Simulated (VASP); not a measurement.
# As (P6_3/mmc) in VASP: a series of runs

The runs below take As through single point, with PBEsol.

Everything below comes from runs of VASP 6.6.1. Logs are shortened: lines on timing, memory, paths and dates and some standing lists are left out, and cuts for length are marked.

## Step 1: The cell of the first run

Symmetry: P6_3/mmc, No. 194, hexagonal system. Conventional cell: a = 2.467 Å, b = 2.467 Å, c = 4.049 Å, α = 90.00°, β = 90.00°, γ = 120.00°. As (site symmetry -6m2) has 12 As at 2.47 to 2.48 Å within 3.3 Å.

## Step 2: Single point, PBEsol

Contents of INCAR:

```
SYSTEM = As
PREC = Accurate
ENCUT = 520
EDIFF = 1E-6
ISMEAR = -1
SIGMA = 0.08
LREAL = .FALSE.
LASPH = .TRUE.
NELM = 60
ALGO = Normal
ISIF = 2
LWAVE = .FALSE.
LCHARG = .FALSE.
GGA = PS
NBANDS = 12
```

Contents of KPOINTS:

```
regular mesh
0
G
  14 14 8
  0 0 0
```

Contents of POSCAR:

```
As
1.0
    2.4672614972      0.0000000000      0.0000000000
   -1.2336307486      2.1367111344      0.0000000000
    0.0000000000      0.0000000000      4.0491111110
As
2
Direct
    0.3333333333      0.6666666667      0.2500000000
    0.6666666667      0.3333333333      0.7500000000
```

Potentials or basis: VASP PAW PBE potentials, release 64 (As).

The run is started by

```console
$ cat potpaw_PBE.64/As/POTCAR > POTCAR
$ mpirun -np 1 vasp_std > vasp.out
```

OUTCAR:

```text
SYSTEM = As
   PREC = Accurate
   ENCUT = 520
   EDIFF = 1E-6
   ISMEAR = -1
   LREAL = .FALSE.
   LASPH = .TRUE.
   NELM = 60
   ISIF = 2
   GGA = PS

 ion  position               nearest neighbor table
   1  0.333  0.667  0.250-   2 2.48   2 2.48   2 2.48   2 2.48   2 2.48   2 2.48
   2  0.667  0.333  0.750-   1 2.48   1 2.48   1 2.48   1 2.48   1 2.48   1 2.48

  LATTYP: Found a hexagonal cell.
 ALAT       =     2.4672614972
 C/A-ratio  =     1.6411357757

  Lattice vectors:

 A1 = (   2.4672614972,   0.0000000000,   0.0000000000)
 A2 = (  -1.2336307486,   2.1367111344,   0.0000000000)
 A3 = (   0.0000000000,   0.0000000000,   4.0491111110)

Analysis of symmetry for initial positions (statically):
=====================================================================
 Subroutine PRICEL returns:
 Original cell was already a primitive cell.

 Routine SETGRP: Setting up the symmetry group for a
 hexagonal supercell.

 Subroutine GETGRP returns: Found 24 space group operations
 (whereof 12 operations were pure point group operations)
 out of a pool of 24 trial point group operations.

The static configuration has the point symmetry D_3d.
 The point group associated with its full space group is D_6h.

Analysis of symmetry for dynamics (positions and initial velocities):
=====================================================================
 Subroutine PRICEL returns:
 Original cell was already a primitive cell.

 Routine SETGRP: Setting up the symmetry group for a
 hexagonal supercell.

 Subroutine GETGRP returns: Found 24 space group operations
 (whereof 12 operations were pure point group operations)
 out of a pool of 24 trial point group operations.

The dynamic configuration has the point symmetry D_3d.
 The point group associated with its full space group is D_6h.

 Subroutine INISYM returns: Found 24 space group operations
 (whereof 12 operations are pure point group operations),
 and found     1 'primitive' translations

----------------------------------------------------------------------------------------

                                     Primitive cell

  volume of cell :      21.3462

  direct lattice vectors                    reciprocal lattice vectors
     2.467261497  0.000000000  0.000000000     0.405307666  0.234004490  0.000000000
    -1.233630749  2.136711134  0.000000000     0.000000000  0.468008981  0.000000000
     0.000000000  0.000000000  4.049111111     0.000000000  0.000000000  0.246967784

  length of vectors
     2.467261497  2.467261497  4.049111111     0.468008981  0.468008981  0.246967784

  position of ions in fractional coordinates (direct lattice)
     0.333333333  0.666666667  0.250000000
     0.666666667  0.333333333  0.750000000

  ion indices of the primitive-cell ions
   primitive index   ion index
                 1           1
                 2           2

----------------------------------------------------------------------------------------

 KPOINTS: regular mesh

Automatic generation of k-mesh.
 Grid dimensions read from file:
 generate k-points for:   14   14    8

 Generating k-lattice:

  Cartesian coordinates                     Fractional coordinates (reciprocal lattice)
     0.028950548  0.016714606  0.000000000     0.071428571  0.000000000  0.000000000
     0.000000000  0.033429213  0.000000000     0.000000000  0.071428571  0.000000000
     0.000000000  0.000000000  0.030870973     0.000000000  0.000000000  0.125000000

  Length of vectors
     0.033429213  0.033429213  0.030870973

  Shift w.r.t. Gamma in fractional coordinates (k-lattice)
     0.000000000  0.000000000  0.000000000

 Subroutine IBZKPT returns following result:
 ===========================================

 Found    120 irreducible k-points:

 Following reciprocal coordinates:
            Coordinates               Weight
  0.000000  0.000000  0.000000      1.000000
  0.071429 -0.000000  0.000000      6.000000
  0.142857  0.000000  0.000000      6.000000
  0.214286 -0.000000  0.000000      6.000000
  0.285714 -0.000000  0.000000      6.000000
  0.357143 -0.000000  0.000000      6.000000
[... 16 lines left out ...]
  0.285714  0.285714  0.000000      6.000000
  0.357143  0.285714  0.000000      6.000000
 [... further k-points ...]
   k-points           NKPTS =    120   k-points in BZ     NKDIM =    120   number of bands    NBANDS=     12
   number of dos      NEDOS =    301   number of ions     NIONS =      2
   total plane-waves  NPLWV =   9720
   dimension x,y,z NGX =    18 NGY =   18 NGZ =   30
   dimension x,y,z NGXF=    36 NGYF=   36 NGZF=   60
   ions per type =               2
   NGX,Y,Z   is equivalent  to a cutoff of  12.13, 12.13, 12.32 a.u.
   NGXF,Y,Z  is equivalent  to a cutoff of  24.26, 24.26, 24.63 a.u.
 SYSTEM =  As
   PREC   = accura    normal or accurate (medium, high low for compatibility)
   ISTART =      0    job   : 0-new  1-cont  2-samecut
   ICHARG =      2    charge: 1-file 2-atom 10-const
   ISPIN  =      1    spin polarized calculation?
   LNONCOLLINEAR =      F non collinear calculations
   LSORBIT =      F    spin-orbit coupling
   LASPH  =      T    aspherical Exc in radial PAW
   ENCUT  =  520.0 eV  38.22 Ry    6.18 a.u.   4.59  4.59  7.53*2*pi/ulx,y,z
   NELM   =     60;   NELMIN=  2; NELMDL= -5     # of ELM steps
   EDIFF  = 0.1E-05   stopping-criterion for ELM
   LREAL  =      F    real-space projection
   EDIFFG = 0.1E-04   stopping-criterion for IOM
   NSW    =      0    number of steps for IOM
   IBRION =     -1    ionic relax: 0-MD 1-quasi-New 2-CG
   NFREE  =      0    steps in history (QN), initial steepest desc. (CG)
   ISIF   =      2    stress and relaxation
   ISYM   =      2    0-nonsym 1-usesym 2-fastsym
   POTIM  = 0.5000    time-step for ionic-motion
   TEBEG  =    0.0;   TEEND  =   0.0 temperature during run
   PSTRESS=    0.0 pullay stress
   NELECT =      10.0000    total number of electrons
   NUPDOWN=      -1.0000    fix difference up-down
   EMIN   =  10.00;   EMAX   =-10.00  energy-range for DOS
   EFERMI =   0.00;   METHOD = LEGACY
   ISMEAR =    -1;   SIGMA  =   0.08  broadening in eV -4-tet -1-fermi 0-gaus
   EFERMI_NEDOS =   21; number of points for ismear=-14 and -15
   IALGO  =     38    algorithm
   IMIX   =      4    mixing-type and parameters
     AMIX     =   0.40;   BMIX     =  1.00
     AMIX_MAG =   1.60;   BMIX_MAG =  1.00
  volume/ion in A,a.u.               =      10.67        72.03
  Fermi-wavevector in a.u.,A,eV,Ry     =   1.271456  2.402703 21.995176  1.616600
  Thomas-Fermi vector in A             =   2.404388
   LORBIT       =      0    0 simple, 1 ext, 2 COOP (PROOUT), +10 PAW based schemes
   GGA     = PS    functional components
   LHFCALC =     F    Hartree Fock is set to
   AEXX    =    0.0000 exact exchange contribution
   IVDW    =     0    specifies the selected vdW correction
   LEPSILON=     F    determine dielectric tensor
   LRPA    =     F    only Hartree local field effects (RPA)
 non-spin polarized calculation
  energy-cutoff  :      520.00
  volume of cell :       21.35
 maximum number of plane-waves:       592
   NGX =  9   NGY =  9   NGZ = 15

 number of electron      10.0000004 magnetization

 Free energy of the ion-electron system (eV)
  ---------------------------------------------------
  ext. energy  EPLUGINS =         0.00000000
  ---------------------------------------------------
  free energy    TOTEN  =        -4.49017672 eV

  energy without entropy =       -4.47603511  energy(sigma->0) =       -4.48310592

 E-fermi :  14.9494     XC(G=0): -13.5451

 val. band max:       14.9062347947   @ k =   0.5000  -0.0000   0.2500
 cond. band min:      14.9760345531   @ k =   0.1429   0.1429   0.2500
 fundamental gap:      0.0697997583
 Fermi energy:        14.9493982193

 k-point     1 :       0.0000    0.0000    0.0000
  band No.  band energies     occupation
      1      -7.2852      2.00000
      2       1.6564      2.00000
      3       2.6479      2.00000
      4      22.8755      0.00000
      5      22.8755      0.00000
      6      25.5742      0.00000
      7      25.5742      0.00000
      8      26.8720      0.00000
      9      28.4010      0.00000
     10      28.8677      0.00000
     11      31.5973      0.00000
     12      31.5973      0.00000

 k-point     2 :       0.0714   -0.0000    0.0000
  band No.  band energies     occupation
      1      -7.1142      2.00000
      2       1.8176      2.00000
      3       2.8276      2.00000
      4      20.6738      0.00000
      5      21.7974      0.00000
      6      24.8071      0.00000
      7      26.5067      0.00000
      8      26.7272      0.00000
      9      28.5578      0.00000
     10      29.6566      0.00000
     11      30.6889      0.00000
     12      30.7868      0.00000

 k-point     3 :       0.1429    0.0000    0.0000
  band No.  band energies     occupation
      1      -6.6006      2.00000
      2       2.3027      2.00000
      3       3.3643      2.00000
      4      17.0360      0.00000
      5      20.1437      0.00000
      6      23.3410      0.00000
      7      25.5095      0.00000
      8      25.5573      0.00000
      9      26.7815      0.00000
     10      29.4360      0.00000
     11      31.0993      0.00000
     12      31.2671      0.00000
[... 286 lines left out ...]
 k-point    23 :       0.2857    0.2857    0.0000
  band No.  band energies     occupation
      1       0.9134      2.00000
      2       5.2307      2.00000
      3       6.5274      2.00000
      4       9.5921      2.00000
      5      10.6523      2.00000
      6      14.2160      1.99979
      7      14.2353      1.99973
      8      14.5788      1.98073
      9      18.4451      0.00000
     10      33.2074      0.00000
     11      33.9236      0.00000
     12      36.0528      0.00000

 k-point    24 :       0.3571    0.2857    0.0000
  band No.  band energies     occupation
      1       2.7062      2.00000
      2       3.5122      2.00000
      3       5.9598      2.00000
      4      11.6500      2.00000
      5      11.8524      2.00000
      6      11.9946      2.00000
      7      13.3287      2.00000
      8      14.0553      1.99997
      9      17.8949      0.00000
     10      33.4247      0.00000
     11      37.0730      0.00000
     12      37.3817      0.00000

 [... further k-points ...]

------------------------ aborting loop because EDIFF is reached ----------------------------------------

  FORCE on cell =-STRESS in cart. coord.  units (eV):
  Direction    XX          YY          ZZ          XY          YZ          ZX
  --------------------------------------------------------------------------------------
  -------------------------------------------------------------------------------------
  Total       21.7265638     21.7265638     21.7007625      0.0000000      0.0000000      0.0000000
  in kB     1630.7257886   1630.7257887   1628.7892266      0.0000000      0.0000000      0.0000000
  external PRESSURE =    1630.0802679 kB  Pullay stress =       0.0000000 kB

 VOLUME and BASIS-vectors are now :
 -----------------------------------------------------------------------------
  energy-cutoff  :      520.00
  volume of cell :       21.35
      direct lattice vectors                 reciprocal lattice vectors
     2.467261497  0.000000000  0.000000000     0.405307666  0.234004490  0.000000000
    -1.233630749  2.136711134  0.000000000     0.000000000  0.468008981  0.000000000
     0.000000000  0.000000000  4.049111111     0.000000000  0.000000000  0.246967784

 POSITION                                       TOTAL-FORCE (eV/Angst)
 -----------------------------------------------------------------------------------
     -0.00000      1.42447      1.01228         0.000000     -0.000000      0.000000
      1.23363      0.71224      3.03683        -0.000000      0.000000      0.000000
 -----------------------------------------------------------------------------------
    total drift:                               -0.000000      0.000000     -0.000000

  FREE ENERGIE OF THE ION-ELECTRON SYSTEM (eV)
  ---------------------------------------------------
  free  energy   TOTEN  =        -4.4901767211 eV

  energy  without entropy=       -4.4760351150  energy(sigma->0) =       -4.48310592
```

It took 16 s on 1 thread of Intel Xeon Platinum 8488C (Sapphire Rapids), shared host; peak memory 0.14 GiB.

What came out:

```yaml
Free_energy: -4.4902 eV
Pressure: 163.0 GPa
Band_gap_on_the_k_mesh: zero (band 5 reaches 24.72 eV, above the bottom of band 6 at 8.29 eV)
```

Stress tensor (GPa, compression positive):
```
163.07   0.00   0.00
  0.00 163.07   0.00
  0.00   0.00 162.88
```

Caveat: the PAW data sets were made with another functional, which shifts forces and pressure a little.

(Continued in part 2 of 2.)
